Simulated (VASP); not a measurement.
# Ca in VASP: relaxation of the atoms with PBE

Aim: the relaxation of the atoms of Ca with PBE.

Program: VASP 6.6.1. These are calculated values, not measurements. Logs are shortened: lines on timing, memory, paths and dates and some standing lists are left out, and cuts for length are marked.

**1. The cell of the first run**

The cell holds a slab with vacuum, 5 atoms: a = 3.907 Å, b = 3.907 Å, c = 27.759 Å, α = 90.00°, β = 90.00°, γ = 120.00°.

**2. Relaxation of the atoms, PBE**

The input, INCAR:

```
SYSTEM = Ca
ALGO = Normal ; DIPOL = 0.5 0.5 0.500
EDIFF = 1E-6 ; EDIFFG = -0.02
ENCUT = 520 ; GGA = PE
IBRION = 2 ; IDIPOL = 3
ISIF = 2 ; ISMEAR = 0
LASPH = .TRUE. ; LCHARG = .FALSE.
LDIPOL = .TRUE. ; LREAL = .FALSE.
LWAVE = .FALSE. ; NELM = 60
NSW = 80 ; PREC = Accurate
SIGMA = 0.1
```

The input, KPOINTS:

```
k-points
0
G
  9 9 1
  0 0 0
```

The input, POSCAR:

```
Ca
1.0
    3.9066182651      0.0000000000      0.0000000000
   -1.9533091326      3.3832306605      0.0000000000
    0.0000000000      0.0000000000     27.7589618259
Ca
5
Direct
    0.6666666667      0.3333333333      0.2701830150
    0.3333333333      0.6666666667      0.3850915075
    0.0000000000      0.0000000000      0.5000000000
    0.6666666667      0.3333333333      0.6149084925
    0.3333333333      0.6666666667      0.7298169850
```

Potentials or basis: VASP PAW PBE potentials, release 64 (Ca_sv).

The run is started by

```
$ cat potpaw_PBE.64/Ca_sv/POTCAR > POTCAR
$ mpirun -np 1 vasp_std > vasp.out
```

OUTCAR:

```text
SYSTEM = Ca
   EDIFF = 1E-6
   EDIFFG = -0.02
   ENCUT = 520
   GGA = PE
   IBRION = 2
   ISIF = 2
   ISMEAR = 0
   LASPH = .TRUE.
   LREAL = .FALSE.
   NELM = 60
   NSW = 80
   PREC = Accurate

 ion  position               nearest neighbor table
   1  0.667  0.333  0.270-
   2  0.333  0.667  0.385-
   3  0.000  0.000  0.500-
   4  0.667  0.333  0.615-
   5  0.333  0.667  0.730-

  LATTYP: Found a hexagonal cell.
 ALAT       =     3.9066182651
 C/A-ratio  =     7.1056243385

  Lattice vectors:

 A1 = (   3.9066182651,   0.0000000000,   0.0000000000)
 A2 = (  -1.9533091326,   3.3832306605,   0.0000000000)
 A3 = (   0.0000000000,   0.0000000000,  27.7589618259)

Analysis of symmetry for initial positions (statically):
=====================================================================
 Subroutine PRICEL returns:
 Original cell was already a primitive cell.

 Routine SETGRP: Setting up the symmetry group for a
 hexagonal supercell.

 Subroutine GETGRP returns: Found 12 space group operations
 (whereof 12 operations were pure point group operations)
 out of a pool of 24 trial point group operations.

The static configuration has the point symmetry D_3d.

Analysis of symmetry for dynamics (positions and initial velocities):
=====================================================================
 Subroutine PRICEL returns:
 Original cell was already a primitive cell.

 Routine SETGRP: Setting up the symmetry group for a
 hexagonal supercell.

 Subroutine GETGRP returns: Found 12 space group operations
 (whereof 12 operations were pure point group operations)
 out of a pool of 24 trial point group operations.

The dynamic configuration has the point symmetry D_3d.

 Subroutine INISYM returns: Found 12 space group operations
 (whereof 12 operations are pure point group operations),
 and found     1 'primitive' translations

----------------------------------------------------------------------------------------

                                     Primitive cell

  volume of cell :     366.8899

  direct lattice vectors                    reciprocal lattice vectors
     3.906618265  0.000000000  0.000000000     0.255975868  0.147787736  0.000000000
    -1.953309133  3.383230661  0.000000000     0.000000000  0.295575472  0.000000000
     0.000000000  0.000000000 27.758961826     0.000000000  0.000000000  0.036024402

  length of vectors
     3.906618265  3.906618265 27.758961826     0.295575472  0.295575472  0.036024402

  position of ions in fractional coordinates (direct lattice)
     0.666666667  0.333333333  0.270183015
     0.333333333  0.666666667  0.385091508
     0.000000000  0.000000000  0.500000000
     0.666666667  0.333333333  0.614908492
     0.333333333  0.666666667  0.729816985

  ion indices of the primitive-cell ions
   primitive index   ion index
                 1           1
                 2           2
                 3           3
                 4           4
                 5           5

----------------------------------------------------------------------------------------

 KPOINTS: k-points

Automatic generation of k-mesh.
 Grid dimensions read from file:
 generate k-points for:    9    9    1

 Generating k-lattice:

  Cartesian coordinates                     Fractional coordinates (reciprocal lattice)
     0.028441763  0.016420860  0.000000000     0.111111111  0.000000000  0.000000000
     0.000000000  0.032841719  0.000000000     0.000000000  0.111111111  0.000000000
     0.000000000  0.000000000  0.036024402     0.000000000  0.000000000  1.000000000

  Length of vectors
     0.032841719  0.032841719  0.036024402

  Shift w.r.t. Gamma in fractional coordinates (k-lattice)
     0.000000000  0.000000000  0.000000000

 Subroutine IBZKPT returns following result:
 ===========================================

 Found     12 irreducible k-points:

 Following reciprocal coordinates:
            Coordinates               Weight
  0.000000  0.000000  0.000000      1.000000
  0.111111  0.000000  0.000000      6.000000
  0.222222 -0.000000  0.000000      6.000000
  0.333333 -0.000000  0.000000      6.000000
  0.444444 -0.000000  0.000000      6.000000
  0.111111  0.111111  0.000000      6.000000
  0.222222  0.111111  0.000000     12.000000
  0.333333  0.111111  0.000000     12.000000
  0.444444  0.111111  0.000000      6.000000
  0.222222  0.222222  0.000000      6.000000
  0.333333  0.222222  0.000000     12.000000
  0.333333  0.333333  0.000000      2.000000
   k-points           NKPTS =     12   k-points in BZ     NKDIM =     12   number of bands    NBANDS=     30
   number of dos      NEDOS =    301   number of ions     NIONS =      5
   total plane-waves  NPLWV = 189000
   dimension x,y,z NGX =    30 NGY =   30 NGZ =  210
   dimension x,y,z NGXF=    60 NGYF=   60 NGZF=  420
   ions per type =               5
   NGX,Y,Z   is equivalent  to a cutoff of  12.77, 12.77, 12.58 a.u.
   NGXF,Y,Z  is equivalent  to a cutoff of  25.53, 25.53, 25.15 a.u.
 SYSTEM =  Ca
   PREC   = accura    normal or accurate (medium, high low for compatibility)
   ISTART =      0    job   : 0-new  1-cont  2-samecut
   ICHARG =      2    charge: 1-file 2-atom 10-const
   ISPIN  =      1    spin polarized calculation?
   LNONCOLLINEAR =      F non collinear calculations
   LSORBIT =      F    spin-orbit coupling
   LASPH  =      T    aspherical Exc in radial PAW
   ENCUT  =  520.0 eV  38.22 Ry    6.18 a.u.   7.26  7.26 51.61*2*pi/ulx,y,z
   NELM   =     60;   NELMIN=  2; NELMDL= -5     # of ELM steps
   EDIFF  = 0.1E-05   stopping-criterion for ELM
   LREAL  =      F    real-space projection
   EDIFFG = -.2E-01   stopping-criterion for IOM
   NSW    =     80    number of steps for IOM
   IBRION =      2    ionic relax: 0-MD 1-quasi-New 2-CG
   NFREE  =      1    steps in history (QN), initial steepest desc. (CG)
   ISIF   =      2    stress and relaxation
   ISYM   =      2    0-nonsym 1-usesym 2-fastsym
   POTIM  = 0.5000    time-step for ionic-motion
   TEBEG  =    0.0;   TEEND  =   0.0 temperature during run
   PSTRESS=    0.0 pullay stress
   NELECT =      50.0000    total number of electrons
   NUPDOWN=      -1.0000    fix difference up-down
   EMIN   =  10.00;   EMAX   =-10.00  energy-range for DOS
   EFERMI =   0.00;   METHOD = LEGACY
   ISMEAR =     0;   SIGMA  =   0.10  broadening in eV -4-tet -1-fermi 0-gaus
   EFERMI_NEDOS =   21; number of points for ismear=-14 and -15
   IALGO  =     38    algorithm
   IMIX   =      4    mixing-type and parameters
     AMIX     =   0.40;   BMIX     =  1.00
     AMIX_MAG =   1.60;   BMIX_MAG =  1.00
  volume/ion in A,a.u.               =      73.38       495.18
  Fermi-wavevector in a.u.,A,eV,Ry     =   0.842467  1.592032  9.656744  0.709751
  Thomas-Fermi vector in A             =   1.957178
   LORBIT       =      0    0 simple, 1 ext, 2 COOP (PROOUT), +10 PAW based schemes
   GGA     = PE    functional components
   LHFCALC =     F    Hartree Fock is set to
   AEXX    =    0.0000 exact exchange contribution
   IVDW    =     0    specifies the selected vdW correction
   LEPSILON=     F    determine dielectric tensor
   LRPA    =     F    only Hartree local field effects (RPA)
 conjugate gradient relaxation of ions
 non-spin polarized calculation
 Gauss-broadening in eV      SIGMA  =   0.10
  energy-cutoff  :      520.00
  volume of cell :      366.89
 maximum number of plane-waves:      9961
 NGX is ok and might be reduce to    30
   NGX = 15   NGY = 15   NGZ =103

--------------------------------------- Ionic step        1  -------------------------------------------

 number of electron      49.9999993 magnetization

 Free energy of the ion-electron system (eV)
  ---------------------------------------------------
  ext. energy  EPLUGINS =         0.00000000
  ---------------------------------------------------
  free energy    TOTEN  =        -8.88234949 eV

  energy without entropy =       -8.83862397  energy(sigma->0) =       -8.86048673

------------------------ aborting loop because EDIFF is reached ----------------------------------------

  FORCE on cell =-STRESS in cart. coord.  units (eV):
  Direction    XX          YY          ZZ          XY          YZ          ZX
  --------------------------------------------------------------------------------------
  -------------------------------------------------------------------------------------
  Total        0.0743233      0.0743233     -0.4582755     -0.0000000      0.0000000     -0.0000000
  in kB        0.3245638      0.3245638     -2.0012503     -0.0000000      0.0000000     -0.0000000
  external PRESSURE =      -0.4507076 kB  Pullay stress =       0.0000000 kB
[... 65 lines left out ...]
--------------------------------------- Ionic step        3  -------------------------------------------

 number of electron      49.9999994 magnetization

 dipolmoment           0.000000      0.000000      0.000000 electrons x Angstroem

------------------------ aborting loop because EDIFF is reached ----------------------------------------

  FORCE on cell =-STRESS in cart. coord.  units (eV):
  Direction    XX          YY          ZZ          XY          YZ          ZX
  --------------------------------------------------------------------------------------
  -------------------------------------------------------------------------------------
  Total        0.1010876      0.1010876     -0.4070894     -0.0000000      0.0000000     -0.0000000
  in kB        0.4414410      0.4414410     -1.7777252     -0.0000000      0.0000000     -0.0000000
  external PRESSURE =      -0.2982811 kB  Pullay stress =       0.0000000 kB
[... 26 lines left out ...]
--------------------------------------- Ionic step        4  -------------------------------------------

 number of electron      49.9999989 magnetization

 dipolmoment           0.000000      0.000000     -0.000000 electrons x Angstroem

 Free energy of the ion-electron system (eV)
  ---------------------------------------------------
  ext. energy  EPLUGINS =         0.00000000
  ---------------------------------------------------
  free energy    TOTEN  =        -8.88607467 eV

  energy without entropy =       -8.84276872  energy(sigma->0) =       -8.86442170

 E-fermi :  -0.0024     XC(G=0):  -5.0186

 val. band max:       -0.0066001968   @ k =   0.1111   0.1111   0.0000
 cond. band min:       0.0165510412   @ k =   0.3333   0.3333   0.0000
 fundamental gap:      0.0231512380
 Fermi energy:        -0.0024279094

 k-point     1 :       0.0000    0.0000    0.0000
  band No.  band energies     occupation
      1     -42.4359      2.00000
      2     -42.4359      2.00000
      3     -42.0681      2.00000
      4     -42.0204      2.00000
      5     -42.0200      2.00000
      6     -23.4796      2.00000
[... 385 lines left out ...]
     29       0.4134      0.00000
     30       0.7711      0.00000

------------------------ aborting loop because EDIFF is reached ----------------------------------------

 vacuum level on the upper side and lower side of the slab       (xc-potential included)        -0.007        -0.007

  FORCE on cell =-STRESS in cart. coord.  units (eV):
  Direction    XX          YY          ZZ          XY          YZ          ZX
  --------------------------------------------------------------------------------------
  -------------------------------------------------------------------------------------
  Total        0.1429742      0.1429742     -0.3240199     -0.0000000      0.0000000      0.0000000
  in kB        0.6243562      0.6243562     -1.4149675     -0.0000000      0.0000000      0.0000000
  external PRESSURE =      -0.0554184 kB  Pullay stress =       0.0000000 kB
[... 20 lines left out ...]
  FREE ENERGIE OF THE ION-ELECTRON SYSTEM (eV)
  ---------------------------------------------------
  free  energy   TOTEN  =        -8.8860746736 eV

  energy  without entropy=       -8.8427687202  energy(sigma->0) =       -8.86442170

 reached required accuracy - stopping structural energy minimisation

 vacuum level on the upper side and lower side of the slab         2.953         2.953
```

Wall time 4.3 min (1 thread of Intel Xeon 6975P-C (Granite Rapids), shared host); peak memory 0.52 GiB.

Results:

```yaml
Free_energy: -8.8861 eV
Energy_gained_by_relaxing: 0.7 meV/atom
Ionic_steps: 4
Largest_force_after_relaxing: 0.017 eV/Å
Band_gap_on_the_k_mesh: zero (bands 25 and 26 overlap by 0.22 eV)
```

Forces in eV/Å, atoms in the order of the input:
```
Ca   0.000  0.000  0.014
Ca   0.000  0.000  0.017
Ca   0.000  0.000  0.000
Ca   0.000  0.000 -0.017
Ca   0.000  0.000 -0.014
```

The path:
```tsv
step	energy change (eV)	largest force (eV/Å)	pressure (GPa)
1	0.0000	0.0635	-0.05
2	-0.0007	0.0589	-0.04
3	-0.0024	0.0442	-0.03
4	-0.0037	0.0166	-0.01
```

Final structure:
```xyz
5
Lattice="3.9066 0.0000 0.0000 -1.9533 3.3832 0.0000 0.0000 0.0000 27.7590" Properties=species:S:1:pos:R:3 pbc="T T T"
Ca    1.9533    1.1277    7.5306
Ca    0.0000    2.2555   10.6605
Ca    0.0000    0.0000   13.8795
Ca    1.9533    1.1277   17.0985
Ca    0.0000    2.2555   20.2283
```

Levels at points of the mesh, in eV from the Fermi level:
| k point | band 21 | band 22 | band 23 | band 24 | band 25 | band 26 | band 27 | band 28 | band 29 | band 30 |
| --- | --- | --- | --- | --- | --- | --- | --- | --- | --- | --- |
| (0.00, 0.00, 0.00) | -3.94 | -3.63 | -3.04 | -2.28 | -1.50 | -0.12 | 0.28 | 0.71 | 1.20 | 1.75 |
